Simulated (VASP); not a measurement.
# LiGeH3 (P4/mbm) in VASP: single point with PBE

Aim: the single point of LiGeH3 with PBE.

Program: VASP 6.6.1. These are calculated values, not measurements. Logs are shortened: lines on timing, memory, paths and dates and some standing lists are left out, and cuts for length are marked.

## Step 1: The cell of the first run

Symmetry: P4/mbm, No. 127, tetragonal system. Conventional cell: a = 5.680 Å, b = 5.680 Å, c = 4.017 Å, α = 90.00°, β = 90.00°, γ = 90.00°. Li (site symmetry mmm) has 12 H at 2.74 to 2.95 Å and 8 Ge at 3.48 Å within 3.6 Å. Ge (site symmetry 4/m) has 6 H at 2.01 Å within 2.7 Å. H (site symmetry m2m) has 2 Ge at 2.01 Å and 4 Li at 2.74 to 2.95 Å and 8 H at 2.84 to 2.85 Å within 3.0 Å. H (site symmetry 4/m) has 2 Ge at 2.01 Å within 2.7 Å.

## Step 2: Single point, PBE

INCAR

```
SYSTEM = LiGeH3
PREC = Accurate ; ENCUT = 520
EDIFF = 1E-7 ; ISMEAR = 0
SIGMA = 0.1 ; LREAL = .False.
LASPH = .True. ; NELM = 60
ALGO = Normal ; ISIF = 2
LWAVE = .False. ; LCHARG = .False.
GGA = PE ; NBANDS = 31
```

KPOINTS

```
Automatic mesh
0
Gamma
  4 4 4
  0 0 0
```

POSCAR

```
LiGeH3
1.0
    5.6802652100      0.0000000000      0.0000000000
    0.0000000000      5.6802652100      0.0000000000
    0.0000000000      0.0000000000      4.0165540500
Li Ge H
2 2 6
Direct
    0.0000000000      0.5000000000      0.5000000000
    0.5000000000      0.0000000000      0.5000000000
    0.5000000000      0.5000000000      0.0000000000
    0.0000000000      0.0000000000      0.0000000000
    0.7682579800      0.2682579800      0.0000000000
    0.7317420200      0.7682579800      0.0000000000
    0.5000000000      0.5000000000      0.5000000000
    0.2317420200      0.7317420200      0.0000000000
    0.2682579800      0.2317420200      0.0000000000
    0.0000000000      0.0000000000      0.5000000000
```

Potentials or basis: VASP PAW PBE potentials, release 64 (Li_sv, Ge_d, H).

Command:

```bash
cat potpaw_PBE.64/Li_sv/POTCAR potpaw_PBE.64/Ge_d/POTCAR potpaw_PBE.64/H/POTCAR > POTCAR
mpirun -np 1 vasp_std > vasp.out
```

OUTCAR:

```text
SYSTEM = LiGeH3
   PREC = Accurate
   ENCUT = 520
   EDIFF = 1E-7
   ISMEAR = 0
   LREAL = .False.
   LASPH = .True.
   NELM = 60
   ISIF = 2
   GGA = PE

 ion  position               nearest neighbor table
   1  0.000  0.500  0.500-
   2  0.500  0.000  0.500-
   3  0.500  0.500  0.000-
   4  0.000  0.000  0.000-
   5  0.768  0.268  0.000-
   6  0.732  0.768  0.000-
   7  0.500  0.500  0.500-
   8  0.232  0.732  0.000-
   9  0.268  0.232  0.000-
  10  0.000  0.000  0.500-

  LATTYP: Found a simple tetragonal cell.
 ALAT       =     5.6802652100
 C/A-ratio  =     0.7071067814

  Lattice vectors:

 A1 = (   5.6802652100,   0.0000000000,   0.0000000000)
 A2 = (   0.0000000000,   5.6802652100,   0.0000000000)
 A3 = (   0.0000000000,   0.0000000000,   4.0165540500)

Analysis of symmetry for initial positions (statically):
=====================================================================
 Subroutine PRICEL returns:
 Original cell was already a primitive cell.

 Routine SETGRP: Setting up the symmetry group for a
 simple tetragonal supercell.

 Subroutine GETGRP returns: Found 16 space group operations
 (whereof  8 operations were pure point group operations)
 out of a pool of 16 trial point group operations.

The static configuration has the point symmetry C_4h.
 The point group associated with its full space group is D_4h.

Analysis of symmetry for dynamics (positions and initial velocities):
=====================================================================
 Subroutine PRICEL returns:
 Original cell was already a primitive cell.

 Routine SETGRP: Setting up the symmetry group for a
 simple tetragonal supercell.

 Subroutine GETGRP returns: Found 16 space group operations
 (whereof  8 operations were pure point group operations)
 out of a pool of 16 trial point group operations.

The dynamic configuration has the point symmetry C_4h.
 The point group associated with its full space group is D_4h.

 Subroutine INISYM returns: Found 16 space group operations
 (whereof  8 operations are pure point group operations),
 and found     1 'primitive' translations

----------------------------------------------------------------------------------------

                                     Primitive cell

  volume of cell :     129.5958

  direct lattice vectors                    reciprocal lattice vectors
     5.680265210  0.000000000  0.000000000     0.176048118  0.000000000  0.000000000
     0.000000000  5.680265210  0.000000000     0.000000000  0.176048118  0.000000000
     0.000000000  0.000000000  4.016554050     0.000000000  0.000000000  0.248969636

  length of vectors
     5.680265210  5.680265210  4.016554050     0.176048118  0.176048118  0.248969636

  position of ions in fractional coordinates (direct lattice)
     0.000000000  0.500000000  0.500000000
     0.500000000  0.000000000  0.500000000
     0.500000000  0.500000000  0.000000000
     0.000000000  0.000000000  0.000000000
     0.768257980  0.268257980  0.000000000
     0.731742020  0.768257980  0.000000000
     0.500000000  0.500000000  0.500000000
     0.231742020  0.731742020  0.000000000
     0.268257980  0.231742020  0.000000000
     0.000000000  0.000000000  0.500000000

  ion indices of the primitive-cell ions
   primitive index   ion index
                 1           1
                 2           2
                 3           3
                 4           4
                 5           5
                 6           6
                 7           7
                 8           8
                 9           9
                10          10

----------------------------------------------------------------------------------------

 KPOINTS: Automatic mesh

Automatic generation of k-mesh.
 Grid dimensions read from file:
 generate k-points for:    4    4    4

 Generating k-lattice:

  Cartesian coordinates                     Fractional coordinates (reciprocal lattice)
     0.044012030  0.000000000  0.000000000     0.250000000  0.000000000  0.000000000
     0.000000000  0.044012030  0.000000000     0.000000000  0.250000000  0.000000000
     0.000000000  0.000000000  0.062242409     0.000000000  0.000000000  0.250000000

  Length of vectors
     0.044012030  0.044012030  0.062242409

  Shift w.r.t. Gamma in fractional coordinates (k-lattice)
     0.000000000  0.000000000  0.000000000

 Subroutine IBZKPT returns following result:
 ===========================================

 Found     18 irreducible k-points:

 Following reciprocal coordinates:
            Coordinates               Weight
  0.000000  0.000000  0.000000      1.000000
  0.250000  0.000000  0.000000      4.000000
  0.500000  0.000000  0.000000      2.000000
  0.250000  0.250000  0.000000      4.000000
  0.500000  0.250000  0.000000      4.000000
  0.500000  0.500000  0.000000      1.000000
[... 10 lines left out ...]
  0.500000  0.250000  0.500000      4.000000
  0.500000  0.500000  0.500000      1.000000
   k-points           NKPTS =     18   k-points in BZ     NKDIM =     18   number of bands    NBANDS=     31
   number of dos      NEDOS =    301   number of ions     NIONS =     10
   total plane-waves  NPLWV =  52920
   dimension x,y,z NGX =    42 NGY =   42 NGZ =   30
   dimension x,y,z NGXF=    84 NGYF=   84 NGZF=   60
   ions per type =               2   2   6
   NGX,Y,Z   is equivalent  to a cutoff of  12.29, 12.29, 12.42 a.u.
   NGXF,Y,Z  is equivalent  to a cutoff of  24.58, 24.58, 24.83 a.u.
 SYSTEM =  LiGeH3
   PREC   = accura    normal or accurate (medium, high low for compatibility)
   ISTART =      0    job   : 0-new  1-cont  2-samecut
   ICHARG =      2    charge: 1-file 2-atom 10-const
   ISPIN  =      1    spin polarized calculation?
   LNONCOLLINEAR =      F non collinear calculations
   LSORBIT =      F    spin-orbit coupling
   LASPH  =      T    aspherical Exc in radial PAW
   ENCUT  =  520.0 eV  38.22 Ry    6.18 a.u.  10.56 10.56  7.47*2*pi/ulx,y,z
   NELM   =     60;   NELMIN=  2; NELMDL= -5     # of ELM steps
   EDIFF  = 0.1E-06   stopping-criterion for ELM
   LREAL  =      F    real-space projection
   EDIFFG = 0.1E-05   stopping-criterion for IOM
   NSW    =      0    number of steps for IOM
   IBRION =     -1    ionic relax: 0-MD 1-quasi-New 2-CG
   NFREE  =      0    steps in history (QN), initial steepest desc. (CG)
   ISIF   =      2    stress and relaxation
   ISYM   =      2    0-nonsym 1-usesym 2-fastsym
   POTIM  = 0.5000    time-step for ionic-motion
   TEBEG  =    0.0;   TEEND  =   0.0 temperature during run
   PSTRESS=    0.0 pullay stress
   NELECT =      40.0000    total number of electrons
   NUPDOWN=      -1.0000    fix difference up-down
   EMIN   =  10.00;   EMAX   =-10.00  energy-range for DOS
   EFERMI =   0.00;   METHOD = LEGACY
   ISMEAR =     0;   SIGMA  =   0.10  broadening in eV -4-tet -1-fermi 0-gaus
   EFERMI_NEDOS =   21; number of points for ismear=-14 and -15
   IALGO  =     38    algorithm
   IMIX   =      4    mixing-type and parameters
     AMIX     =   0.40;   BMIX     =  1.00
     AMIX_MAG =   1.60;   BMIX_MAG =  1.00
  volume/ion in A,a.u.               =      12.96        87.46
  Fermi-wavevector in a.u.,A,eV,Ry     =   1.106364  2.090724 16.654081  1.224040
  Thomas-Fermi vector in A             =   2.242863
   LORBIT       =      0    0 simple, 1 ext, 2 COOP (PROOUT), +10 PAW based schemes
   GGA     = PE    functional components
   LHFCALC =     F    Hartree Fock is set to
   AEXX    =    0.0000 exact exchange contribution
   IVDW    =     0    specifies the selected vdW correction
   LEPSILON=     F    determine dielectric tensor
   LRPA    =     F    only Hartree local field effects (RPA)
 non-spin polarized calculation
 Gauss-broadening in eV      SIGMA  =   0.10
  energy-cutoff  :      520.00
  volume of cell :      129.60
 maximum number of plane-waves:      3518
   NGX = 21   NGY = 21   NGZ = 15

 number of electron      39.9999921 magnetization

 Free energy of the ion-electron system (eV)
  ---------------------------------------------------
  ext. energy  EPLUGINS =         0.00000000
  ---------------------------------------------------
  free energy    TOTEN  =       -30.20162294 eV

  energy without entropy =      -30.18919055  energy(sigma->0) =      -30.19540675

 E-fermi :   2.3873     XC(G=0):  -8.0492

 val. band max:        2.2990957104   @ k =   0.2500   0.0000   0.0000
 cond. band min:       2.4370329688   @ k =   0.0000   0.0000   0.2500
 fundamental gap:      0.1379372585
 Fermi energy:         2.3873272912

 k-point     1 :       0.0000    0.0000    0.0000
  band No.  band energies     occupation
      1     -46.5965      2.00000
      2     -46.5962      2.00000
      3     -22.6193      2.00000
      4     -22.6138      2.00000
      5     -22.6045      2.00000
      6     -22.5995      2.00000
[... 23 lines left out ...]
     30       9.6198      0.00000
     31       9.6250      0.00000

 k-point     2 :       0.2500    0.0000    0.0000
  band No.  band energies     occupation
      1     -46.5964      2.00000
      2     -46.5962      2.00000
      3     -22.6185      2.00000
      4     -22.6146      2.00000
      5     -22.6021      2.00000
      6     -22.5993      2.00000
[... 23 lines left out ...]
     30       9.0035      0.00000
     31       9.0744      0.00000

 k-point     3 :       0.5000    0.0000    0.0000
  band No.  band energies     occupation
      1     -46.5963      2.00000
      2     -46.5963      2.00000
      3     -22.6165      2.00000
      4     -22.6165      2.00000
      5     -22.5989      2.00000
      6     -22.5989      2.00000
[... 499 lines left out ...]
     30       8.3944      0.00000
     31       9.8678      0.00000

 k-point    18 :       0.5000    0.5000    0.5000
  band No.  band energies     occupation
      1     -46.5962      2.00000
      2     -46.5962      2.00000
      3     -22.6076      2.00000
      4     -22.6076      2.00000
      5     -22.6012      2.00000
      6     -22.6012      2.00000
[... 23 lines left out ...]
     30       8.8801      0.00000
     31       9.7500      0.00000

------------------------ aborting loop because EDIFF is reached ----------------------------------------

  FORCE on cell =-STRESS in cart. coord.  units (eV):
  Direction    XX          YY          ZZ          XY          YZ          ZX
  --------------------------------------------------------------------------------------
  -------------------------------------------------------------------------------------
  Total       -4.1298173     -4.1298173     -1.8618809      0.0000000      0.0000000      0.0000000
  in kB      -51.0564464    -51.0564464    -23.0182151      0.0000000      0.0000000      0.0000000
  external PRESSURE =     -41.7103693 kB  Pullay stress =       0.0000000 kB

 VOLUME and BASIS-vectors are now :
 -----------------------------------------------------------------------------
  energy-cutoff  :      520.00
  volume of cell :      129.60
      direct lattice vectors                 reciprocal lattice vectors
     5.680265210  0.000000000  0.000000000     0.176048118  0.000000000  0.000000000
     0.000000000  5.680265210  0.000000000     0.000000000  0.176048118  0.000000000
     0.000000000  0.000000000  4.016554050     0.000000000  0.000000000  0.248969636

 POSITION                                       TOTAL-FORCE (eV/Angst)
 -----------------------------------------------------------------------------------
      0.00000      2.84013      2.00828         0.000000     -0.000000      0.000000
      2.84013      0.00000      2.00828         0.000000     -0.000000      0.000000
      2.84013      2.84013      0.00000         0.000000     -0.000000      0.000000
      0.00000      0.00000      0.00000         0.000000     -0.000000      0.000000
      4.36391      1.52378      0.00000         0.038802      0.038802      0.000000
      4.15649      4.36391      0.00000        -0.038802      0.038802     -0.000000
      2.84013      2.84013      2.00828         0.000000     -0.000000      0.000000
      1.31636      4.15649      0.00000        -0.038802     -0.038802      0.000000
      1.52378      1.31636      0.00000         0.038802     -0.038802      0.000000
      0.00000      0.00000      2.00828         0.000000     -0.000000      0.000000
 -----------------------------------------------------------------------------------
    total drift:                                0.000000     -0.000000     -0.000000

  FREE ENERGIE OF THE ION-ELECTRON SYSTEM (eV)
  ---------------------------------------------------
  free  energy   TOTEN  =       -30.2016229391 eV

  energy  without entropy=      -30.1891905535  energy(sigma->0) =      -30.19540675
```

Wall time 2.3 min (1 thread of Intel Xeon 8259CL, shared host); peak memory 0.25 GiB.

What came out:

* Free energy: -30.2016 eV
* Largest force: 0.055 eV/Å
* Band gap on the k mesh: zero (bands 20 and 21 overlap by 0.82 eV)

Forces in eV/Å, atoms in the order of the input:
```
Li   0.000  0.000  0.000
Li   0.000  0.000  0.000
Ge   0.000  0.000  0.000
Ge   0.000  0.000  0.000
H    0.039  0.039  0.000
H   -0.039  0.039  0.000
H    0.000  0.000  0.000
H   -0.039 -0.039  0.000
H    0.039 -0.039  0.000
H    0.000  0.000  0.000
```

Levels at points of the mesh, in eV from the Fermi level:
```tsv
k point	band 18	band 19	band 20	band 21	band 22	band 23
(0.00, 0.00, 0.00)	-2.51	-0.30	-0.30	-0.28	-0.15	0.63
(0.50, 0.00, 0.00)	-4.27	-0.71	-0.71	0.40	0.40	2.69
(0.50, 0.50, 0.00)	-2.25	0.54	0.54	0.55	0.55	0.64
(0.00, 0.00, 0.50)	-5.45	-2.38	0.53	0.53	0.57	1.07
(0.50, 0.00, 0.50)	-4.45	-3.27	-3.27	1.70	1.70	2.17
(0.50, 0.50, 0.50)	-5.93	-0.25	-0.25	0.53	0.53	1.13
```

Caveat: the k points lie up to 0.39 Å⁻¹ apart, too coarse for converged energies and pressures of a metal; the cutoff is under 1.25 times the usual one of these potentials, so pressure, stress and relaxed cells hold a basis-set (Pulay) error.
